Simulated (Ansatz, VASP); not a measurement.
MgO in VASP and in Ansatz

Contents of POSCAR:

```
MgO
1.0
    0.0000000000      2.1351500000      2.1351500000
    2.0710955000      0.0000000000      2.1351500000
    2.0710955000      2.1351500000      0.0000000000
Mg O
1 1
Direct
    0.0000000000      0.0000000000      0.0000000000
    0.5000000000      0.5000000000      0.5000000000
```

The input INCAR.step1:

```
SYSTEM = MgO
PREC = Accurate ; ENCUT = 520
ISMEAR = 0 ; SIGMA = 0.05
LREAL = .FALSE. ; LASPH = .TRUE.
NELM = 60 ; NBANDS = 11
GGA = PE ; ALGO = Normal
EDIFF = 1E-4 ; LWAVE = .TRUE.
LCHARG = .FALSE.
```

Contents of INCAR.step2:

```
SYSTEM = MgO
PREC = Accurate ; ENCUT = 520
EDIFF = 1E-7 ; ISMEAR = 0
SIGMA = 0.05 ; LREAL = .FALSE.
LASPH = .TRUE. ; NELM = 60
ALGO = Normal ; ISIF = 2
LWAVE = .FALSE. ; LCHARG = .FALSE.
METAGGA = R2SCAN ; LMIXTAU = .TRUE.
NBANDS = 11 ; ISTART = 1
```

Contents of KPOINTS:

```
Automatic mesh
0
G
  10 10 10
  0 0 0
```

Input for Ansatz:

```yaml
crystal:
  lattice:
    - [0.0, 2.13515, 2.13515]
    - [2.0710955, 0.0, 2.13515]
    - [2.0710955, 2.13515, 0.0]
  atoms:
    - { symbol: Mg, position: [0.0, 0.0, 0.0] }
    - { symbol: O, position: [0.5, 0.5, 0.5] }
basis:
  ecutwfc: 500
kpoints:
  mp_grid: { grid: [10, 10, 10] }
hamiltonian:
  xc: r2scan
scf:
  occupations: { method: gaussian, width: 0.05 }
output:
  forces: true
  stress: true
  eigenvalues: true
```

Change from the starting cell: strain -0.0300 x Voigt [1, 0, 0, 0, 0, 0], atoms carried along.

Alike in both runs: task single point; functional r2SCAN; k mesh 10 × 10 × 10; occupations gaussian, width 0.05 eV; no spin polarisation.

|  | VASP | Ansatz |
| --- | --- | --- |
| version | VASP 6.6.1 | Ansatz 0.2.0 |
| potentials or method | VASP PAW PBE potentials, release 64 (Mg, O), cutoff 520 eV | scalar-relativistic, plane waves, PAW |
| valence electrons in the cell | 8 | 16 |

VASP gave:

```
gap on the k mesh at the Fermi level (eV)                     : 5.47
least direct gap on the mesh (eV)                             : 5.47
pressure (GPa)                                                : -3.4
traceless stress, the component that is largest in VASP (GPa) : 4.22
```

Which values does Ansatz return?

gap on the k mesh at the Fermi level (eV): 5.49; least direct gap on the mesh (eV): 5.49; pressure (GPa): -2.3; traceless stress, the component that is largest in VASP (GPa): 4.24.

VASP's potentials were made for PBE, not for r2SCAN. VASP's potentials hold 8 valence electrons a cell and Ansatz's 16, so a difference there can come from the potentials and not from the codes.
